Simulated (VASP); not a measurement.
# Ta3N (P-3m1) in VASP: a series of runs

Runs on Ta3N. Level: PBEsol. Tasks: single point.

All numbers are computed with VASP 6.6.1; they aren't measurements. Logs are shortened: lines on timing, memory, paths and dates and some standing lists are left out, and cuts for length are marked.

### 1 The cell of the first run

Symmetry: P-3m1, No. 164, trigonal system. Conventional cell: a = 2.760 Å, b = 2.760 Å, c = 7.748 Å, α = 90.00°, β = 90.00°, γ = 120.00°. Within 3.6 Å of Ta (site symmetry -3m) lie 12 Ta at 2.76 to 3.00 Å. Ta (site symmetry 3m) has 3 N at 2.08 Å and 6 Ta at 2.76 Å within 2.8 Å. Within 2.8 Å of N (site symmetry -3m) lie 6 Ta at 2.08 Å and 6 N at 2.76 Å.

### 2 Single point, PBEsol (strain -0.080 along x and y, +0.040 along z)

File INCAR:

```
SYSTEM = Ta3N
PREC     = Accurate       ! precision mode
ENCUT    = 520            ! plane-wave cutoff, eV
EDIFF    = 1E-7           ! SCF threshold, eV
ISMEAR   = 0              ! smearing method
SIGMA    = 0.15           ! smearing width, eV
LREAL    = .FALSE.        ! projectors in reciprocal space
LASPH    = .TRUE.         ! aspherical terms in the spheres
NELM     = 60             ! most SCF steps
ALGO     = Normal         ! electronic algorithm
ISIF     = 2              ! what is computed and relaxed
LWAVE    = .FALSE.        ! write WAVECAR
LCHARG   = .FALSE.        ! write CHGCAR
GGA      = PS             ! functional
NBANDS   = 27             ! bands
```

File KPOINTS:

```
regular mesh
0
G
  18 18 8
  0 0 0
```

File POSCAR:

```
Ta3N
1.0
    2.7604642176      0.0000000000      0.0000000000
   -1.3802321088      2.3906321387      0.0000000000
    0.0000000000      0.0000000000      7.7479221219
Ta N
3 1
Direct
    0.0000000000      0.0000000000      0.5000000000
    0.3333333333      0.6666666667      0.1725859884
    0.6666666667      0.3333333333      0.8274140116
    0.0000000000      0.0000000000      0.0000000000
```

Potentials or basis: VASP PAW PBE potentials, release 64 (Ta_pv, N).

Launch:

```console
$ cat potpaw_PBE.64/Ta_pv/POTCAR potpaw_PBE.64/N/POTCAR > POTCAR
$ mpirun -np 1 vasp_std > vasp.out
```

OUTCAR:

```text
SYSTEM = Ta3N
   PREC = Accurate
   ENCUT = 520
   EDIFF = 1E-7
   ISMEAR = 0
   LREAL = .FALSE.
   LASPH = .TRUE.
   NELM = 60
   ISIF = 2
   GGA = PS

 ion  position               nearest neighbor table
   1  0.000  0.000  0.500-   2 3.00   3 3.00   3 3.00   2 3.00   3 3.00   2 3.00
   2  0.333  0.667  0.173-   4 2.08   4 2.08   4 2.08   1 3.00   1 3.00   1 3.00   3 3.11   3 3.11
                             3 3.11
   3  0.667  0.333  0.827-   4 2.08   4 2.08   4 2.08   1 3.00   1 3.00   1 3.00   2 3.11   2 3.11
                             2 3.11
   4  0.000  0.000  0.000-   2 2.08   3 2.08   3 2.08   2 2.08   3 2.08   2 2.08

  LATTYP: Found a hexagonal cell.
 ALAT       =     2.7604642176
 C/A-ratio  =     2.8067460801

  Lattice vectors:

 A1 = (   2.7604642176,   0.0000000000,   0.0000000000)
 A2 = (  -1.3802321088,   2.3906321387,   0.0000000000)
 A3 = (   0.0000000000,   0.0000000000,   7.7479221219)

Analysis of symmetry for initial positions (statically):
=====================================================================
 Subroutine PRICEL returns:
 Original cell was already a primitive cell.

 Routine SETGRP: Setting up the symmetry group for a
 hexagonal supercell.

 Subroutine GETGRP returns: Found 12 space group operations
 (whereof 12 operations were pure point group operations)
 out of a pool of 24 trial point group operations.

The static configuration has the point symmetry D_3d.

Analysis of symmetry for dynamics (positions and initial velocities):
=====================================================================
 Subroutine PRICEL returns:
 Original cell was already a primitive cell.

 Routine SETGRP: Setting up the symmetry group for a
 hexagonal supercell.

 Subroutine GETGRP returns: Found 12 space group operations
 (whereof 12 operations were pure point group operations)
 out of a pool of 24 trial point group operations.

The dynamic configuration has the point symmetry D_3d.

 Subroutine INISYM returns: Found 12 space group operations
 (whereof 12 operations are pure point group operations),
 and found     1 'primitive' translations

----------------------------------------------------------------------------------------

                                     Primitive cell

  volume of cell :      51.1305

  direct lattice vectors                    reciprocal lattice vectors
     2.760464218  0.000000000  0.000000000     0.362257911  0.209149702  0.000000000
    -1.380232109  2.390632139  0.000000000     0.000000000  0.418299405  0.000000000
     0.000000000  0.000000000  7.747922122     0.000000000  0.000000000  0.129066863

  length of vectors
     2.760464218  2.760464218  7.747922122     0.418299405  0.418299405  0.129066863

  position of ions in fractional coordinates (direct lattice)
     0.000000000  0.000000000  0.500000000
     0.333333333  0.666666667  0.172585988
     0.666666667  0.333333333  0.827414012
     0.000000000  0.000000000  0.000000000

  ion indices of the primitive-cell ions
   primitive index   ion index
                 1           1
                 2           2
                 3           3
                 4           4

----------------------------------------------------------------------------------------

 KPOINTS: regular mesh

Automatic generation of k-mesh.
 Grid dimensions read from file:
 generate k-points for:   18   18    8

 Generating k-lattice:

  Cartesian coordinates                     Fractional coordinates (reciprocal lattice)
     0.020125439  0.011619428  0.000000000     0.055555556  0.000000000  0.000000000
     0.000000000  0.023238856  0.000000000     0.000000000  0.055555556  0.000000000
     0.000000000  0.000000000  0.016133358     0.000000000  0.000000000  0.125000000

  Length of vectors
     0.023238856  0.023238856  0.016133358

  Shift w.r.t. Gamma in fractional coordinates (k-lattice)
     0.000000000  0.000000000  0.000000000

 Subroutine IBZKPT returns following result:
 ===========================================

 Found    266 irreducible k-points:

 Following reciprocal coordinates:
            Coordinates               Weight
  0.000000  0.000000  0.000000      1.000000
  0.055556  0.000000  0.000000      6.000000
  0.111111  0.000000  0.000000      6.000000
  0.166667  0.000000  0.000000      6.000000
  0.222222 -0.000000  0.000000      6.000000
  0.277778  0.000000  0.000000      6.000000
[... 16 lines left out ...]
  0.333333  0.111111  0.000000     12.000000
  0.388889  0.111111  0.000000     12.000000
 [... further k-points ...]
   k-points           NKPTS =    266   k-points in BZ     NKDIM =    266   number of bands    NBANDS=     27
   number of dos      NEDOS =    301   number of ions     NIONS =      4
   total plane-waves  NPLWV =  34560
   dimension x,y,z NGX =    24 NGY =   24 NGZ =   60
   dimension x,y,z NGXF=    48 NGYF=   48 NGZF=  120
   ions per type =               3   1
   NGX,Y,Z   is equivalent  to a cutoff of  14.45, 14.45, 12.87 a.u.
   NGXF,Y,Z  is equivalent  to a cutoff of  28.91, 28.91, 25.75 a.u.
 SYSTEM =  Ta3N
   PREC   = accura    normal or accurate (medium, high low for compatibility)
   ISTART =      0    job   : 0-new  1-cont  2-samecut
   ICHARG =      2    charge: 1-file 2-atom 10-const
   ISPIN  =      1    spin polarized calculation?
   LNONCOLLINEAR =      F non collinear calculations
   LSORBIT =      F    spin-orbit coupling
   LASPH  =      T    aspherical Exc in radial PAW
   ENCUT  =  520.0 eV  38.22 Ry    6.18 a.u.   5.13  5.13 14.41*2*pi/ulx,y,z
   NELM   =     60;   NELMIN=  2; NELMDL= -5     # of ELM steps
   EDIFF  = 0.1E-06   stopping-criterion for ELM
   LREAL  =      F    real-space projection
   EDIFFG = 0.1E-05   stopping-criterion for IOM
   NSW    =      0    number of steps for IOM
   IBRION =     -1    ionic relax: 0-MD 1-quasi-New 2-CG
   NFREE  =      0    steps in history (QN), initial steepest desc. (CG)
   ISIF   =      2    stress and relaxation
   ISYM   =      2    0-nonsym 1-usesym 2-fastsym
   POTIM  = 0.5000    time-step for ionic-motion
   TEBEG  =    0.0;   TEEND  =   0.0 temperature during run
   PSTRESS=    0.0 pullay stress
   NELECT =      38.0000    total number of electrons
   NUPDOWN=      -1.0000    fix difference up-down
   EMIN   =  10.00;   EMAX   =-10.00  energy-range for DOS
   EFERMI =   0.00;   METHOD = LEGACY
   ISMEAR =     0;   SIGMA  =   0.15  broadening in eV -4-tet -1-fermi 0-gaus
   EFERMI_NEDOS =   21; number of points for ismear=-14 and -15
   IALGO  =     38    algorithm
   IMIX   =      4    mixing-type and parameters
     AMIX     =   0.40;   BMIX     =  1.00
     AMIX_MAG =   1.60;   BMIX_MAG =  1.00
  volume/ion in A,a.u.               =      12.78        86.26
  Fermi-wavevector in a.u.,A,eV,Ry     =   1.482891  2.802258 29.918758  2.198967
  Thomas-Fermi vector in A             =   2.596621
   LORBIT       =      0    0 simple, 1 ext, 2 COOP (PROOUT), +10 PAW based schemes
   GGA     = PS    functional components
   LHFCALC =     F    Hartree Fock is set to
   AEXX    =    0.0000 exact exchange contribution
   IVDW    =     0    specifies the selected vdW correction
   LEPSILON=     F    determine dielectric tensor
   LRPA    =     F    only Hartree local field effects (RPA)
 non-spin polarized calculation
 Gauss-broadening in eV      SIGMA  =   0.15
  energy-cutoff  :      520.00
  volume of cell :       51.13
 maximum number of plane-waves:      1391
 NGX is ok and might be reduce to    24
   NGX = 11   NGY = 11   NGZ = 29

 number of electron      37.9999999 magnetization

 Free energy of the ion-electron system (eV)
  ---------------------------------------------------
  ext. energy  EPLUGINS =         0.00000000
  ---------------------------------------------------
  free energy    TOTEN  =       -47.22117064 eV

  energy without entropy =      -47.18678806  energy(sigma->0) =      -47.20397935

 E-fermi :   7.7194     XC(G=0): -13.6389

 val. band max:        7.7090536986   @ k =   0.0000   0.0000   0.2500
 cond. band min:       7.7194220789   @ k =   0.2778   0.1667   0.3750
 fundamental gap:      0.0103683803
 Fermi energy:         7.7193644825

 k-point     1 :       0.0000    0.0000    0.0000
  band No.  band energies     occupation
      1     -27.2106      2.00000
      2     -26.7573      2.00000
      3     -25.8481      2.00000
      4     -25.8072      2.00000
      5     -25.8072      2.00000
      6     -25.7852      2.00000
[... 19 lines left out ...]
     26      10.9337      0.00000
     27      12.9239      0.00000

 k-point     2 :       0.0556    0.0000    0.0000
  band No.  band energies     occupation
      1     -27.1981      2.00000
      2     -26.7471      2.00000
      3     -25.8867      2.00000
      4     -25.8452      2.00000
      5     -25.8230      2.00000
      6     -25.8213      2.00000
[... 19 lines left out ...]
     26      11.1143      0.00000
     27      12.8996      0.00000

 k-point     3 :       0.1111    0.0000    0.0000
  band No.  band energies     occupation
      1     -27.1624      2.00000
      2     -26.7184      2.00000
      3     -26.0461      2.00000
      4     -26.0044      2.00000
      5     -25.8655      2.00000
      6     -25.8235      2.00000
[... 19 lines left out ...]
     26      11.3930      0.00000
     27      12.9153      0.00000

 k-point     4 :       0.1667    0.0000    0.0000
  band No.  band energies     occupation
      1     -27.1114      2.00000
      2     -26.6783      2.00000
      3     -26.2859      2.00000
      4     -26.2396      2.00000
      5     -25.9272      2.00000
      6     -25.8706      2.00000
[... 19 lines left out ...]
     26      11.5948      0.00000
     27      13.0536      0.00000
[... 516 lines left out ...]
      4     -26.4713      2.00000
      5     -26.3559      2.00000
      6     -26.2422      2.00000
[... 19 lines left out ...]
     26      13.3201      0.00000
     27      13.7422      0.00000

 k-point    23 :       0.3333    0.1111    0.0000
  band No.  band energies     occupation
      1     -27.4126      2.00000
      2     -27.3048      2.00000
      3     -26.7831      2.00000
      4     -26.4666      2.00000
      5     -26.4199      2.00000
      6     -26.3180      2.00000
[... 19 lines left out ...]
     26      13.5677      0.00000
     27      14.3488      0.00000

 k-point    24 :       0.3889    0.1111    0.0000
  band No.  band energies     occupation
      1     -27.5260      2.00000
      2     -27.4169      2.00000
      3     -26.8317      2.00000
      4     -26.4745      2.00000
      5     -26.4163      2.00000
      6     -26.3603      2.00000
[... 19 lines left out ...]
     26      13.9765      0.00000
     27      14.4350      0.00000

 [... further k-points ...]

------------------------ aborting loop because EDIFF is reached ----------------------------------------

  FORCE on cell =-STRESS in cart. coord.  units (eV):
  Direction    XX          YY          ZZ          XY          YZ          ZX
  --------------------------------------------------------------------------------------
  -------------------------------------------------------------------------------------
  Total       17.6786579     17.6786579      8.3351042      0.0000000      0.0000000      0.0000000
  in kB      553.9617159    553.9617159    261.1809473      0.0000000      0.0000000      0.0000000
  external PRESSURE =     456.3681264 kB  Pullay stress =       0.0000000 kB

 VOLUME and BASIS-vectors are now :
 -----------------------------------------------------------------------------
  energy-cutoff  :      520.00
  volume of cell :       51.13
      direct lattice vectors                 reciprocal lattice vectors
     2.760464218  0.000000000  0.000000000     0.362257911  0.209149702  0.000000000
    -1.380232109  2.390632139  0.000000000     0.000000000  0.418299405  0.000000000
     0.000000000  0.000000000  7.747922122     0.000000000  0.000000000  0.129066863

 POSITION                                       TOTAL-FORCE (eV/Angst)
 -----------------------------------------------------------------------------------
      0.00000      0.00000      3.87396        -0.000000      0.000000      0.000000
     -0.00000      1.59375      1.33718        -0.000000      0.000000      2.219913
      1.38023      0.79688      6.41074         0.000000     -0.000000     -2.219913
      0.00000      0.00000      0.00000        -0.000000      0.000000      0.000000
 -----------------------------------------------------------------------------------
    total drift:                                0.000000     -0.000000     -0.000000

  FREE ENERGIE OF THE ION-ELECTRON SYSTEM (eV)
  ---------------------------------------------------
  free  energy   TOTEN  =       -47.2211706360 eV

  energy  without entropy=      -47.1867880619  energy(sigma->0) =      -47.20397935
```

It took 4.6 min on 1 thread of Intel Xeon Platinum 8488C (Sapphire Rapids), shared host; peak memory 0.41 GiB.

Results:

- Free energy: -47.2212 eV
- Pressure: 45.6 GPa
- Largest force: 2.220 eV/Å
- Band gap on the k mesh: zero (bands 19 and 20 overlap by 1.02 eV)

Forces in eV/Å, atoms in the order of the input:
```
Ta   0.000  0.000  0.000
Ta   0.000  0.000  2.220
Ta   0.000  0.000 -2.220
N    0.000  0.000  0.000
```

Stress tensor (GPa, compression positive):
```
55.40  0.00  0.00
 0.00 55.40  0.00
 0.00  0.00 26.12
```

Caveat: the cell differs from its parent crystal (strain -0.080 along x and y, +0.040 along z); the stress differs along the axes, from 26 to 55 GPa; the PAW data sets were made with another functional, which shifts forces and pressure a little; spin-orbit coupling is left out, which moves the levels of the heavy elements.

(Part 1 of 2 ends here.)
